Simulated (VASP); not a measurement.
**MgB2 (db): single point with PBE**

Crystal: MgB2 (db).

```
Mg B
1.0
     3.08500    0.00000    0.00000
    -1.54250    2.67169    0.00000
     0.00000    0.00000    3.52300
Mg B
1 2
Direct
  0.00000 0.00000 0.00000
  0.33333 0.66667 0.50000
  0.66667 0.33333 0.50000
```

| Property | Result |
| --- | --- |
| Program | VASP 6.6.1 |
| Task | single point |
| Functional | PBE |
| Potentials or basis | VASP PAW PBE potentials, release 64 (Mg, B) |
| Cutoff | 520 eV |
| k mesh | 15 × 15 × 12 |
| Occupations | gaussian, width 0.1 eV |
| Spin | no spin polarisation |

```
Pressure               : -1.3 GPa
Band gap on the k mesh : zero (band 4 reaches 7.06 eV, above the bottom of band 5 at 3.26 eV)
```

Stress tensor (GPa, compression positive):
```
-1.92  0.00  0.00
 0.00 -1.92  0.00
 0.00  0.00 -0.11
```

Levels at points of the mesh, in eV from the Fermi level:
| k point | band 2 | band 3 | band 4 | band 5 | band 6 | band 7 |
| --- | --- | --- | --- | --- | --- | --- |
| (0.00, 0.00, 0.00) | -2.92 | 0.37 | 0.37 | 1.67 | 6.31 | 6.31 |
| (0.00, 0.00, 0.50) | -7.41 | 0.74 | 0.74 | 6.64 | 6.64 | 7.95 |

Run time: 48 s on 1 thread of Intel(R) Xeon(R) Platinum 8488C (Sapphire Rapids), with other jobs on the host, peak memory 0.19 GiB.
